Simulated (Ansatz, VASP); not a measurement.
**AlCo in VASP and in Ansatz**

```xyz
2
Lattice="2.7943 0.0000 0.0000 0.0000 2.7943 0.0000 0.0000 0.0000 2.7943" Properties=species:S:1:pos:R:3 pbc="T T T"
Al    0.0000    0.0000    0.0000
Co    1.3971    1.3971    1.3971
```

Alike in both runs: task single point; functional LDA; k mesh 12 × 12 × 12; occupations fermi-dirac, width 0.08 eV; no spin polarisation.

```csv
,VASP,Ansatz
version,VASP 6.6.1,Ansatz 0.2.0
potentials or method,"VASP PAW LDA potentials, release 64 (Al, Co), cutoff 520 eV","all-electron LAPW, scalar-relativistic"
```

|  | VASP | Ansatz | Ansatz less VASP |
| --- | --- | --- | --- |
| pressure (GPa) | 0.3 | -0.2 | -0.50 |

LDA's correlation is that of Perdew and Zunger in VASP and of Perdew and Wang (1992) in Ansatz. Ansatz ran all-electron here, and VASP with PAW potentials. Ansatz's warnings: optics on partly filled bands.
